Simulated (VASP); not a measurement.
A run of VASP 6.6.1 is set up as follows.

The input INCAR:

```
ALGO = Normal
EDIFF = 1E-6
ENCUT = 520
GGA = PE
ISIF = 2
ISMEAR = 0
LASPH = True
LCHARG = False
LREAL = False
LWAVE = False
NBANDS = 19
NELM = 100
PREC = Accurate
SIGMA = 0.1
```

KPOINTS

```
k-points
0
Gamma
  14 14 14
```

The input POSCAR:

```
HfH8
1.0
   -2.6840942965      2.6840942965      1.7279078595
    2.6840942965     -2.6840942965      1.7279078595
    2.6840942965      2.6840942965     -1.7279078595
Hf H
1 8
Direct
    0.0000000000      0.0000000000      0.0000000000
    0.3281987175      0.3281987175      0.6563974349
    0.6718012825      0.6718012825      0.3436025651
    0.6718012825      0.3281987175      0.0000000000
    0.0000000000      0.5734892690      0.5734892690
    0.4265107310      0.0000000000      0.4265107310
    0.5734892690      0.0000000000      0.5734892690
    0.0000000000      0.4265107310      0.4265107310
    0.3281987175      0.6718012825      0.0000000000
```

Potentials or basis: VASP PAW PBE potentials, release 64 (Hf_pv, H).

Command:

```bash
$ cat potpaw_PBE.64/Hf_pv/POTCAR potpaw_PBE.64/H/POTCAR > POTCAR
$ mpirun -np 1 vasp_std > vasp.out
```

(1) Predict the largest force.

(2) Estimate the band gap on the k mesh.

(3) What does it give for the pressure?

Results:

(1) 0.009 eV/Å.

(2) zero (bands 9 and 10 overlap by 2.89 eV).

(3) -0.8 GPa.

Caveat: spin-orbit coupling is left out, which moves the levels of the heavy elements.
